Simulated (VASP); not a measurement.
# InSb (P4/nmm) in VASP: notebook, part 3 of 3

VASP 6.6.1. The steps go on from the part before.

**6. Relaxation of cell and atoms, PBE**

The input, INCAR:

```
SYSTEM = InSb
  ALGO = Normal
  EDIFF = 1E-7
  EDIFFG = -0.04
  ENCUT = 600
  GGA = PE
  IBRION = 2
  ISIF = 3
  ISMEAR = 0
  LASPH = .True.
  LCHARG = .False.
  LREAL = .False.
  LWAVE = .False.
  NELM = 60
  NSW = 90
  PREC = Accurate
  SIGMA = 0.1
```

The input, KPOINTS:

```
k-points
0
Gamma
  4 4 4
  0 0 0
```

The input, POSCAR:

```
InSb
1.0
    4.5604899018      0.0000000000      0.0000000000
    0.0000000000      4.5604899018      0.0000000000
    0.0000000000      0.0000000000      5.2978444631
In Sb
2 2
Direct
    0.5000000000      0.0000000000      0.9939536927
    0.0000000000      0.5000000000      0.0060463073
    0.5000000000      0.5000000000      0.5000000000
    0.0000000000      0.0000000000      0.5000000000
```

Potentials or basis: VASP PAW PBE potentials, release 64 (In_d, Sb).

The run is started by

```
$ cat potpaw_PBE.64/In_d/POTCAR potpaw_PBE.64/Sb/POTCAR > POTCAR
$ mpirun -np 1 vasp_std > vasp.out
```

OUTCAR:

```text
SYSTEM = InSb
   EDIFF = 1E-7
   EDIFFG = -0.04
   ENCUT = 600
   GGA = PE
   IBRION = 2
   ISIF = 3
   ISMEAR = 0
   LASPH = .True.
   LREAL = .False.
   NELM = 60
   NSW = 90
   PREC = Accurate

 ion  position               nearest neighbor table
   1  0.500  0.000  0.994-   2 3.23   2 3.23   2 3.23   2 3.23   3 3.47   4 3.47   4 3.47   3 3.47
                             4 3.52   3 3.52   4 3.52   3 3.52
   2  0.000  0.500  0.006-   1 3.23   1 3.23   1 3.23   1 3.23   4 3.47   4 3.47   3 3.47   3 3.47
                             3 3.52   4 3.52   3 3.52   4 3.52
   3  0.500  0.500  0.500-   4 3.22   4 3.22   4 3.22   4 3.22   2 3.47   2 3.47   1 3.47   1 3.47
                             2 3.52   2 3.52   1 3.52   1 3.52
   4  0.000  0.000  0.500-   3 3.22   3 3.22   3 3.22   3 3.22   2 3.47   1 3.47   1 3.47   2 3.47
                             2 3.52   2 3.52   1 3.52   1 3.52

  LATTYP: Found a simple tetragonal cell.
 ALAT       =     4.5604899018
 C/A-ratio  =     1.1616831913

  Lattice vectors:

 A1 = (   4.5604899018,   0.0000000000,   0.0000000000)
[... 681 lines left out ...]

 E-fermi :   7.3083     XC(G=0):  -9.9183

 val. band max:        7.2277956113   @ k =   0.2500   0.0000   0.2500
 cond. band min:       7.3563144828   @ k =   0.2500   0.2500   0.5000
 fundamental gap:      0.1285188716
 Fermi energy:         7.3083075701

 k-point     1 :       0.0000    0.0000    0.0000
  band No.  band energies     occupation
      1      -7.5409      2.00000
      2      -7.4126      2.00000
      3      -7.3778      2.00000
      4      -7.3088      2.00000
      5      -7.3088      2.00000
      6      -7.1791      2.00000
[... 439 lines left out ...]
     21      11.9312      0.00000
     22      11.9315      0.00000

------------------------ aborting loop because EDIFF is reached ----------------------------------------

  FORCE on cell =-STRESS in cart. coord.  units (eV):
  Direction    XX          YY          ZZ          XY          YZ          ZX
  --------------------------------------------------------------------------------------
  -------------------------------------------------------------------------------------
  Total       -0.1541953     -0.1541953     -0.1428541      0.0000000     -0.0000000      0.0000000
  in kB       -2.1748868     -2.1748868     -2.0149208      0.0000000     -0.0000000      0.0000000
  external PRESSURE =      -2.1215648 kB  Pullay stress =       0.0000000 kB

 VOLUME and BASIS-vectors are now :
 -----------------------------------------------------------------------------
  energy-cutoff  :      600.00
  volume of cell :      113.59
      direct lattice vectors                 reciprocal lattice vectors
     4.609945906  0.000000000  0.000000000     0.216922285  0.000000000  0.000000000
     0.000000000  4.609945906  0.000000000     0.000000000  0.216922285  0.000000000
     0.000000000 -0.000000000  5.345071490     0.000000000 -0.000000000  0.187088237

 POSITION                                       TOTAL-FORCE (eV/Angst)
 -----------------------------------------------------------------------------------
      2.30497      4.60995      5.31342         0.000000     -0.000000      0.007581
      0.00000      2.30497      0.03165         0.000000      0.000000     -0.007581
      2.30497      2.30497      2.67254         0.000000      0.000000      0.000000
      4.60995      4.60995      2.67254         0.000000     -0.000000      0.000000
 -----------------------------------------------------------------------------------
    total drift:                                0.000000     -0.000000      0.000000

  FREE ENERGIE OF THE ION-ELECTRON SYSTEM (eV)
  ---------------------------------------------------
  free  energy   TOTEN  =       -13.1587177645 eV

  energy  without entropy=      -13.1519100101  energy(sigma->0) =      -13.15531389

 reached required accuracy - stopping structural energy minimisation
```

OSZICAR:

```text
N       E                     dE             d eps       ncg     rms          rms(c)
DAV:   1     0.292181293496E+03    0.29218E+03   -0.17574E+04   792   0.198E+03
DAV:   2     0.121288294786E+02   -0.28005E+03   -0.27632E+03   822   0.432E+02
DAV:   3    -0.123786105028E+02   -0.24507E+02   -0.24101E+02   986   0.139E+02
[... 17 lines left out ...]
DAV:   7    -0.131587161222E+02    0.24170E-04   -0.54048E-05   888   0.859E-02    0.677E-03
DAV:   8    -0.131587168731E+02   -0.75085E-06   -0.34480E-06   896   0.184E-02    0.457E-03
DAV:   9    -0.131587174189E+02   -0.54583E-06   -0.24440E-07   732   0.334E-03    0.333E-03
DAV:  10    -0.131587176990E+02   -0.28008E-06   -0.97653E-08   474   0.443E-03    0.575E-04
DAV:  11    -0.131587177645E+02   -0.65499E-07   -0.17770E-08   480   0.148E-03
   2 F= -.13158718E+02 E0= -.13155314E+02  d E =-.104489E-01
```

CONTCAR:

```text
InSb
   1.00000000000000
     4.6099459059932792    0.0000000000000000    0.0000000000000000
     0.0000000000000000    4.6099459059932792    0.0000000000000000
     0.0000000000000000   -0.0000000000000000    5.3450714896611977
  In              Sb
     2     2
Direct
     0.5000000000000000    1.0000000000000000    0.9940788622680615
     0.0000000000000000    0.5000000000000000    0.0059211377319385
     0.5000000000000000    0.5000000000000000    0.5000000000000000
     1.0000000000000000    1.0000000000000000    0.5000000000000000

  0.00000000E+00  0.00000000E+00  0.00000000E+00
  0.00000000E+00  0.00000000E+00  0.00000000E+00
  0.00000000E+00  0.00000000E+00  0.00000000E+00
  0.00000000E+00  0.00000000E+00  0.00000000E+00
```

Wall time 82 s (1 thread of Intel Xeon Platinum 8259CL at 2.50GHz (Skylake/Cascade Lake), shared host); peak memory 0.25 GiB.

What came out:

| Quantity | Value |
| --- | --- |
| Free energy | -13.1587 eV |
| Relaxed volume | 28.40 Å³/atom |
| Relaxed cell | a = 4.610 Å, b = 4.610 Å, c = 5.345 Å, α = 90.00°, β = 90.00°, γ = 90.00° |
| Space group after relaxing (to 0.05 Å) | P4/nmm (No. 129) |
| Energy gained by relaxing | 2.6 meV/atom |
| Ionic steps | 2 |
| Pressure after relaxing | -0.2 GPa |
| Largest force after relaxing | 0.008 eV/Å |
| Band gap on the k mesh | zero (band 18 reaches 7.92 eV, above the bottom of band 19 at 6.17 eV) |

Forces in eV/Å, atoms in the order of the input:
```
In   0.000  0.000  0.008
In   0.000  0.000 -0.008
Sb   0.000  0.000  0.000
Sb   0.000  0.000  0.000
```

Step by step:
```tsv
step	energy change (eV)	largest force (eV/Å)	pressure (GPa)	volume (Å³)
1	0.0000	0.0137	1.23	110.18
2	-0.0104	0.0076	-0.21	113.59
```

Final structure:
```
In Sb
1.0
     4.60995    0.00000    0.00000
     0.00000    4.60995    0.00000
     0.00000    0.00000    5.34507
In Sb
2 2
Direct
  0.50000 0.00000 0.99408
  0.00000 0.50000 0.00592
  0.50000 0.50000 0.50000
  0.00000 0.00000 0.50000
```

Levels at points of the mesh, in eV from the Fermi level:
```tsv
k point	band 16	band 17	band 18	band 19	band 20	band 21
(0.00, 0.00, 0.00)	-3.43	-1.79	0.62	1.51	1.51	2.55
(0.50, 0.00, 0.00)	-2.30	-1.46	-1.46	-0.57	-0.57	3.71
(0.50, 0.50, 0.00)	-1.66	-1.18	-1.18	-1.13	-1.13	0.63
(0.00, 0.00, 0.50)	-1.31	-0.30	-0.30	-0.16	0.99	1.07
(0.50, 0.00, 0.50)	-1.12	-0.94	-0.94	0.47	0.47	1.84
(0.50, 0.50, 0.50)	-4.53	-3.92	-3.92	3.44	3.44	4.62
```

Caveat: spin-orbit coupling is left out, which moves the levels of the heavy elements.

**7. Single point, PBE**

This run uses another cell than the first one, of 28.27 Å³/atom, 1.026 times its volume.

The input, INCAR:

```
PREC = Accurate ; ENCUT = 520
EDIFF = 1E-6 ; ISMEAR = 0
SIGMA = 0.1 ; LREAL = F
LASPH = T ; NELM = 80
ALGO = Normal ; ISIF = 2
LWAVE = F ; LCHARG = F
GGA = PE ; NBANDS = 26
```

The input, KPOINTS:

```
regular mesh
0
Gamma
  10 10 10
```

The input, POSCAR:

```
InSb
1.0
    4.6668160315      0.0000000000      0.0000000000
    0.0000000000      4.6668160315      0.0000000000
    0.0000000000      0.0000000000      5.1915648416
In Sb
2 2
Direct
    0.5000000000      0.0000000000      0.9991413482
    0.0000000000      0.5000000000      0.0008586518
    0.5000000000      0.5000000000      0.5000000000
    0.0000000000      0.0000000000      0.5000000000
```

Potentials or basis: VASP PAW PBE potentials, release 64 (In_d, Sb).

The run is started by

```
$ cat potpaw_PBE.64/In_d/POTCAR potpaw_PBE.64/Sb/POTCAR > POTCAR
$ mpirun -np 1 vasp_std > vasp.out
```

OUTCAR:

```text
PREC = Accurate
   ENCUT = 520
   EDIFF = 1E-6
   ISMEAR = 0
   LREAL = F
   LASPH = T
   NELM = 80
   ISIF = 2
   GGA = PE

 ion  position               nearest neighbor table
   1  0.500  0.000  0.999-   2 3.30   2 3.30   2 3.30   2 3.30   3 3.49   4 3.49   4 3.49   3 3.49
                             4 3.49   3 3.49   4 3.49   3 3.49
   2  0.000  0.500  0.001-   1 3.30   1 3.30   1 3.30   1 3.30   4 3.49   4 3.49   3 3.49   3 3.49
                             3 3.49   4 3.49   3 3.49   4 3.49
   3  0.500  0.500  0.500-   4 3.30   4 3.30   4 3.30   4 3.30   2 3.49   2 3.49   1 3.49   1 3.49
                             2 3.49   2 3.49   1 3.49   1 3.49
   4  0.000  0.000  0.500-   3 3.30   3 3.30   3 3.30   3 3.30   2 3.49   1 3.49   1 3.49   2 3.49
                             2 3.49   2 3.49   1 3.49   1 3.49

  LATTYP: Found a simple tetragonal cell.
 ALAT       =     4.6668160315
 C/A-ratio  =     1.1124425747

  Lattice vectors:

 A1 = (   4.6668160315,   0.0000000000,   0.0000000000)
 A2 = (   0.0000000000,   4.6668160315,   0.0000000000)
 A3 = (   0.0000000000,   0.0000000000,   5.1915648416)

Analysis of symmetry for initial positions (statically):
=====================================================================
 Subroutine PRICEL returns:
 Original cell was already a primitive cell.

 Routine SETGRP: Setting up the symmetry group for a
 simple tetragonal supercell.

 Subroutine GETGRP returns: Found 16 space group operations
 (whereof  8 operations were pure point group operations)
 out of a pool of 16 trial point group operations.

The static configuration has the point symmetry D_2d.
 The point group associated with its full space group is D_4h.

Analysis of symmetry for dynamics (positions and initial velocities):
=====================================================================
 Subroutine PRICEL returns:
 Original cell was already a primitive cell.

 Routine SETGRP: Setting up the symmetry group for a
 simple tetragonal supercell.
[... 124 lines left out ...]
   EFERMI =   0.00;   METHOD = LEGACY
   ISMEAR =     0;   SIGMA  =   0.10  broadening in eV -4-tet -1-fermi 0-gaus
   EFERMI_NEDOS =   21; number of points for ismear=-14 and -15
   IALGO  =     38    algorithm
   IMIX   =      4    mixing-type and parameters
     AMIX     =   0.40;   BMIX     =  1.00
     AMIX_MAG =   1.60;   BMIX_MAG =  1.00
  volume/ion in A,a.u.               =      28.27       190.76
  Fermi-wavevector in a.u.,A,eV,Ry     =   1.117882  2.112490 17.002645  1.249659
  Thomas-Fermi vector in A             =   2.254508
   LORBIT       =      0    0 simple, 1 ext, 2 COOP (PROOUT), +10 PAW based schemes
   GGA     = PE    functional components
   LHFCALC =     F    Hartree Fock is set to
   AEXX    =    0.0000 exact exchange contribution
   IVDW    =     0    specifies the selected vdW correction
   LEPSILON=     F    determine dielectric tensor
   LRPA    =     F    only Hartree local field effects (RPA)
 non-spin polarized calculation
 Gauss-broadening in eV      SIGMA  =   0.10
  energy-cutoff  :      520.00
  volume of cell :      113.07
 maximum number of plane-waves:      3092
 NGX is ok and might be reduce to    36
   NGX = 17   NGY = 17   NGZ = 19

 number of electron      35.9999982 magnetization

 Free energy of the ion-electron system (eV)
  ---------------------------------------------------
  ext. energy  EPLUGINS =         0.00000000
  ---------------------------------------------------
  free energy    TOTEN  =       -13.07858573 eV

  energy without entropy =      -13.06960506  energy(sigma->0) =      -13.07409539

 E-fermi :   7.2264     XC(G=0):  -9.9406

 val. band max:        7.2001226013   @ k =   0.3000   0.2000   0.2000
 cond. band min:       7.2379028128   @ k =   0.2000   0.1000   0.4000
 fundamental gap:      0.0377802115
 Fermi energy:         7.2263735217

 k-point     1 :       0.0000    0.0000    0.0000
  band No.  band energies     occupation
      1      -7.4651      2.00000
      2      -7.3524      2.00000
      3      -7.3170      2.00000
      4      -7.2561      2.00000
      5      -7.2561      2.00000
      6      -7.1370      2.00000
[... 685 lines left out ...]
     25      13.1523      0.00000
     26      13.4861      0.00000

 [... further k-points ...]
[... 5 lines left out ...]
  --------------------------------------------------------------------------------------
  -------------------------------------------------------------------------------------
  Total       -0.0515209     -0.0515209     -0.0197984      0.0000000      0.0000000      0.0000000
  in kB       -0.7300534     -0.7300534     -0.2805444      0.0000000      0.0000000      0.0000000
  external PRESSURE =      -0.5802170 kB  Pullay stress =       0.0000000 kB

 VOLUME and BASIS-vectors are now :
 -----------------------------------------------------------------------------
  energy-cutoff  :      520.00
  volume of cell :      113.07
      direct lattice vectors                 reciprocal lattice vectors
     4.666816031  0.000000000  0.000000000     0.214278856  0.000000000  0.000000000
     0.000000000  4.666816031  0.000000000     0.000000000  0.214278856  0.000000000
     0.000000000  0.000000000  5.191564842     0.000000000  0.000000000  0.192620150

 POSITION                                       TOTAL-FORCE (eV/Angst)
 -----------------------------------------------------------------------------------
      2.33341      0.00000      5.18711        -0.000000      0.000000      0.002009
      0.00000      2.33341      0.00446         0.000000      0.000000     -0.002009
      2.33341      2.33341      2.59578         0.000000     -0.000000      0.000000
      0.00000      0.00000      2.59578         0.000000      0.000000      0.000000
 -----------------------------------------------------------------------------------
    total drift:                                0.000000      0.000000     -0.000000

  FREE ENERGIE OF THE ION-ELECTRON SYSTEM (eV)
  ---------------------------------------------------
  free  energy   TOTEN  =       -13.0785857253 eV

  energy  without entropy=      -13.0696050582  energy(sigma->0) =      -13.07409539
```

OSZICAR:

```text
N       E                     dE             d eps       ncg     rms          rms(c)
DAV:   1     0.286281401310E+03    0.28628E+03   -0.15991E+04  6552   0.150E+03
DAV:   2     0.116292554214E+02   -0.27465E+03   -0.26818E+03  6878   0.366E+02
DAV:   3    -0.122487174250E+02   -0.23878E+02   -0.23454E+02  8490   0.120E+02
DAV:   4    -0.130848541294E+02   -0.83614E+00   -0.83354E+00  7338   0.240E+01
DAV:   5    -0.131283461687E+02   -0.43492E-01   -0.43488E-01 10288   0.519E+00    0.353E+00
DAV:   6    -0.130884826734E+02    0.39863E-01   -0.74527E-02  8298   0.345E+00    0.196E+00
DAV:   7    -0.130790804691E+02    0.94022E-02   -0.32187E-02  8930   0.178E+00    0.285E-01
DAV:   8    -0.130785621013E+02    0.51837E-03   -0.29881E-03  8110   0.644E-01    0.110E-01
DAV:   9    -0.130785886005E+02   -0.26499E-04   -0.32201E-04  7788   0.131E-01    0.479E-02
DAV:  10    -0.130785859956E+02    0.26050E-05   -0.17231E-05  9540   0.271E-02    0.124E-02
DAV:  11    -0.130785857253E+02    0.27020E-06   -0.19182E-06  5674   0.102E-02
   1 F= -.13078586E+02 E0= -.13074095E+02  d E =-.898067E-02
```

It took 3.3 min on 1 thread of Intel Xeon Platinum 8259CL at 2.50GHz (Skylake/Cascade Lake), shared host; peak memory 0.45 GiB.

What came out:

| Item | Value |
| --- | --- |
| Free energy | -13.0786 eV |
| Pressure | -0.1 GPa |
| Band gap on the k mesh | zero (band 18 reaches 8.19 eV, above the bottom of band 19 at 6.40 eV) |

Forces in eV/Å, atoms in the order of the input:
```
In   0.000  0.000  0.002
In   0.000  0.000 -0.002
Sb   0.000  0.000  0.000
Sb   0.000  0.000  0.000
```

Levels at points of the mesh, in eV from the Fermi level:
```csv
k point,band 15,band 16,band 17,band 18,band 19,band 20,band 21,band 22
"(0.00, 0.00, 0.00)",-3.37,-3.37,-1.90,0.68,1.86,1.86,2.39,2.39
"(0.50, 0.00, 0.00)",-2.09,-2.09,-1.46,-1.46,-0.44,-0.44,3.97,3.97
"(0.50, 0.50, 0.00)",-1.20,-1.20,-0.95,-0.95,-0.82,-0.82,0.84,0.84
"(0.00, 0.00, 0.50)",-2.66,-1.37,-0.25,-0.25,-0.22,1.00,1.68,2.71
"(0.50, 0.00, 0.50)",-1.13,-1.13,-0.84,-0.84,0.52,0.52,1.82,1.82
"(0.50, 0.50, 0.50)",-4.46,-4.46,-3.88,-3.88,4.04,4.04,4.45,4.45
```

Caveat: spin-orbit coupling is left out, which moves the levels of the heavy elements.

**8. Overview**

```csv
task,cell,k mesh,cutoff (eV),gap on the mesh (eV),pressure (GPa),relaxed volume (Å³/atom),largest force (eV/Å)
single point,"a = 4.560, b = 4.560, c = 5.298 Å, 4 atoms",4 × 4 × 2,520,none,0.0,-,0.01
single point,"a = 4.092, b = 4.092, c = 8.110 Å, 4 atoms",4 × 4 × 2,520,none,3.0,-,0.09
single point,"a = 4.617, b = 4.617, c = 5.340 Å, 4 atoms",4 × 4 × 4,520,none,-0.4,-,0.01
relaxation of cell and atoms,"relaxed from a = 4.092, b = 4.092, c = 8.110 Å, 4 atoms",4 × 4 × 2,600,none,0.0,27.58,0.01
relaxation of cell and atoms,"relaxed from a = 4.560, b = 4.560, c = 5.298 Å, 4 atoms",4 × 4 × 4,600,none,-0.2,28.40,0.01
single point,"a = 4.667, b = 4.667, c = 5.192 Å, 4 atoms",10 × 10 × 10,520,none,-0.1,-,-
```

Alike in all rows: level PBE; potentials or basis VASP PAW PBE potentials, release 64 (In_d, Sb); no spin polarisation; smearing gaussian 0.1 eV.

Caveats: some runs use coarse meshes; spin-orbit coupling is left out, which moves the levels of the heavy elements; the volume moved by over 15 % at a fixed basis, so the end points are rough (some runs).

Absolute energies hang on the potentials; compare differences alone.
